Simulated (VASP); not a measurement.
# In (R-3m) in VASP: further runs, part 2 of 2

VASP 6.6.1.

## Step 3: Electric field gradients, PBE

This run uses another cell than the first one, of 26.42 Å³/atom.

Contents of INCAR:

```
  PREC = Accurate
  ENCUT = 520
  EDIFF = 1E-8
  ISMEAR = -1
  SIGMA = 0.05
  LREAL = False
  LASPH = True
  NELM = 60
  ALGO = Normal
  ISIF = 2
  LWAVE = False
  LCHARG = False
  GGA = PE
  LEFG = True
  NBANDS = 26
```

Contents of KPOINTS:

```
Automatic mesh
0
Gamma
  14 14 14
```

Contents of POSCAR:

```
In
1.0
    1.6696368166      0.9639652655      8.2074632500
   -1.6696368166      0.9639652655      8.2074632500
    0.0000000000     -1.9279305310      8.2074632500
In
3
Direct
    0.0000000000      0.0000000000      0.0000000000
    0.7780122400      0.7780122400      0.7780122400
    0.2219877600      0.2219877600      0.2219877600
```

Potentials or basis: VASP PAW PBE potentials, release 64 (In_d).

On the command line:

```sh
$ cat potpaw_PBE.64/In_d/POTCAR > POTCAR
$ mpirun -np 1 vasp_std > vasp.out
```

OUTCAR:

```text
PREC = Accurate
   ENCUT = 520
   EDIFF = 1E-8
   ISMEAR = -1
   LREAL = False
   LASPH = True
   NELM = 60
   ISIF = 2
   GGA = PE

 ion  position               nearest neighbor table
   1  0.000  0.000  0.000-   2 3.35   3 3.35   2 3.35   2 3.35   3 3.35   3 3.35
   2  0.778  0.778  0.778-   3 3.34   3 3.34   3 3.34   1 3.35   1 3.35   1 3.35
   3  0.222  0.222  0.222-   2 3.34   2 3.34   2 3.34   1 3.35   1 3.35   1 3.35

  LATTYP: Found a trigonal (rhomboedric) cell.
 ALAT       =     8.4308581492
 COS(alpha) =     0.9215612875

  Lattice vectors:

 A1 = (   1.6696368166,   0.9639652655,   8.2074632500)
 A2 = (  -1.6696368166,   0.9639652655,   8.2074632500)
 A3 = (   0.0000000000,  -1.9279305310,   8.2074632500)

Analysis of symmetry for initial positions (statically):
=====================================================================
 Subroutine PRICEL returns:
 Original cell was already a primitive cell.
[... 893 lines left out ...]
     0.000000000 -1.927930531  8.207463250     0.000000000 -0.345793926  0.040613442

 POSITION                                       TOTAL-FORCE (eV/Angst)
 -----------------------------------------------------------------------------------
      0.00000      0.00000      0.00000         0.000000     -0.000000      0.000000
      0.00000      0.00000     19.15652         0.000000     -0.000000     -0.017523
      0.00000      0.00000      5.46587         0.000000      0.000000      0.017523
 -----------------------------------------------------------------------------------
    total drift:                                0.000000      0.000000     -0.000000

  FREE ENERGIE OF THE ION-ELECTRON SYSTEM (eV)
  ---------------------------------------------------
  free  energy   TOTEN  =        -7.6518433966 eV

  energy  without entropy=       -7.6389715521  energy(sigma->0) =       -7.64540747

 Electric field gradients (V/A^2)
---------------------------------------------------------------------
 ion       V_xx      V_yy      V_zz      V_xy      V_xz      V_yz
---------------------------------------------------------------------
   1      -1.254    -1.254     2.508     0.000     0.000    -0.000
   2       2.257     2.257    -4.515     0.000     0.000    -0.000
   3       2.257     2.257    -4.515     0.000     0.000    -0.000
---------------------------------------------------------------------

 Electric field gradients after diagonalization (V/A^2)
 (convention: |V_zz| > |V_xx| > |V_yy|)
----------------------------------------------------------------------
 ion       V_xx      V_yy      V_zz     asymmetry (V_yy - V_xx)/ V_zz
----------------------------------------------------------------------
   1      -1.254    -1.254     2.508       0.000
   2       2.257     2.257    -4.515       0.000
   3       2.257     2.257    -4.515       0.000
----------------------------------------------------------------------

           NMR quadrupolar parameters

 Cq : quadrupolar parameter    Cq=e*Q*V_zz/h
 eta: asymmetry parameters     (V_yy - V_xx)/ V_zz
 Q  : nuclear electric quadrupole moment in mb (millibarn)
----------------------------------------------------------------------
 ion       Cq(MHz)       eta       Q (mb)
----------------------------------------------------------------------
   1       0.006       0.000       1.000
   2      -0.011       0.000       1.000
   3      -0.011       0.000       1.000
----------------------------------------------------------------------
```

OSZICAR:

```text
N       E                     dE             d eps       ncg     rms          rms(c)
DAV:   1     0.348683965453E+03    0.34868E+03   -0.18837E+04 14986   0.204E+03
DAV:   2     0.225309525347E+02   -0.32615E+03   -0.32192E+03 14984   0.443E+02
DAV:   3    -0.665606737677E+01   -0.29187E+02   -0.28926E+02 17696   0.159E+02
DAV:   4    -0.767769505914E+01   -0.10216E+01   -0.10198E+01 18158   0.327E+01
DAV:   5    -0.773244864880E+01   -0.54754E-01   -0.54748E-01 23614   0.578E+00    0.394E+00
DAV:   6    -0.766576227815E+01    0.66686E-01   -0.13623E-01 19376   0.539E+00    0.191E+00
DAV:   7    -0.765260641555E+01    0.13156E-01   -0.43365E-02 20244   0.278E+00    0.395E-01
DAV:   8    -0.765180115570E+01    0.80526E-03   -0.32880E-03 17628   0.750E-01    0.451E-02
DAV:   9    -0.765183743211E+01   -0.36276E-04   -0.12424E-04 23836   0.906E-02    0.197E-02
DAV:  10    -0.765184255729E+01   -0.51252E-05   -0.14039E-05 19488   0.499E-02    0.658E-03
DAV:  11    -0.765184354725E+01   -0.98996E-06   -0.13551E-06 18426   0.150E-02    0.145E-03
DAV:  12    -0.765184348329E+01    0.63958E-07   -0.89843E-08 20198   0.249E-03    0.884E-04
DAV:  13    -0.765184337869E+01    0.10460E-06   -0.33360E-09  9000   0.113E-03    0.912E-05
DAV:  14    -0.765184339581E+01   -0.17123E-07   -0.13109E-09  8524   0.574E-04    0.691E-05
DAV:  15    -0.765184339663E+01   -0.81309E-09   -0.56608E-10  8418   0.405E-04
   1 F= -.76518434E+01 E0= -.76454075E+01  d E =-.128718E-01
```

Run time: 32 min. Hardware: 1 thread of Intel Xeon Platinum 8559C (Emerald Rapids), shared host; peak memory 0.8 GiB.

What came out:

| Quantity | Value |
| --- | --- |
| Free energy | -7.6518 eV |
| Pressure | 1.7 GPa |
| Largest force | 0.018 eV/Å |
| Band gap on the k mesh | zero (an odd number of electrons rules out a gap without spin polarisation) |
| Largest electric field gradient by atom | In +2.5, -4.5 (each value once) V/Å² |

Forces on the atoms (eV/Å):
```
In   0.000  0.000  0.000
In   0.000  0.000 -0.018
In   0.000  0.000  0.018
```

Electric field gradients, principal values (V/Å²):
| atom | least | middle | greatest (by size) |
| --- | --- | --- | --- |
| 1 In | -1.254 | -1.254 | 2.508 |
| 2 In | 2.257 | 2.257 | -4.515 |
| 3 In | 2.257 | 2.257 | -4.515 |

Caveat: without QUAD_EFG the Cq values of the log hold for a quadrupole moment of 1 mb, not for the nuclei; spin-orbit coupling is left out, which moves the levels of the heavy elements.
